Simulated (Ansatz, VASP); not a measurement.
# Two plane-wave programs on Ti

The input INCAR:

```
SYSTEM = Ti
PREC = Accurate ; ENCUT = 520
EDIFF = 1E-8 ; ISMEAR = -1
SIGMA = 0.08 ; LREAL = .False.
LASPH = .True. ; NELM = 60
ALGO = Normal ; ISIF = 2
LWAVE = .False. ; LCHARG = .False.
GGA = PE ; LEFG = .True.
NBANDS = 19
```

Contents of KPOINTS:

```
regular mesh
0
Gamma
  13 13 7
  0 0 0
```

POSCAR

```
Ti
1.0
    2.9499978604     -0.0147499893     -0.0147499893
   -1.4877727956      2.5621480828     -0.0053988708
   -0.0234300000     -0.0234300000      4.6860000000
Ti
2
Direct
    0.3333333333      0.6666666667      0.2500000000
    0.6666666667      0.3333333333      0.7500000000
```

Input for Ansatz:

```yaml
crystal:
  lattice:
    - [2.9499978604, -0.0147499893, -0.0147499893]
    - [-1.4877727956, 2.5621480828, -0.0053988708]
    - [-0.02343, -0.02343, 4.686]
  atoms:
    - { symbol: Ti, position: [0.3333333333, 0.6666666667, 0.25] }
    - { symbol: Ti, position: [0.6666666667, 0.3333333333, 0.75] }
kpoints:
  mp_grid: { grid: [13, 13, 7] }
scf:
  occupations: { method: fermi_dirac, width: 0.08 }
hamiltonian:
  xc: pbe
  pseudopotentials: { kind: paw }
output:
  forces: true
  stress: true
  eigenvalues: true
  efg: { contact_densities: true }
  write_density: true
  write_potential: true
  elf: true
  volumetric_format: npy
```

Change from the starting cell: equal xy, yz and zx shear strains of -1 %, PAW files.

Alike in both runs: task electric field gradients; functional PBE; k mesh 13 × 13 × 7; occupations fermi-dirac, width 0.08 eV; no spin polarisation.

```csv
,VASP,Ansatz
version,VASP 6.6.1,Ansatz 0.2.0
potentials or method,"VASP PAW PBE potentials, release 64 (Ti_sv)","PAW with Ansatz's default frozen-core files, scalar-relativistic"
plane-wave cutoff (eV),520,420
valence electrons in the cell,24,24
```

VASP gave:

| Item | Value |
| --- | --- |
| pressure (GPa) | -1.8 |
| traceless stress, the component that is largest in VASP (GPa) | 0.63 |
| rms of the force components (eV/Å) | 0.016 |
| size of Vzz on the site where it differs most (V/Å²) | 16.5 |

Q: Which values does Ansatz return?

A: Pressure (GPa): -1.6; traceless stress, the component that is largest in VASP (GPa): 0.63; rms of the force components (eV/Å): 0.016; size of Vzz on the site where it differs most (V/Å²): 18.3.

Atom by atom the forces differ by 0.000 eV/Å (rms over components). The functional is the same, so the differences come from potentials, cutoffs and numerics.
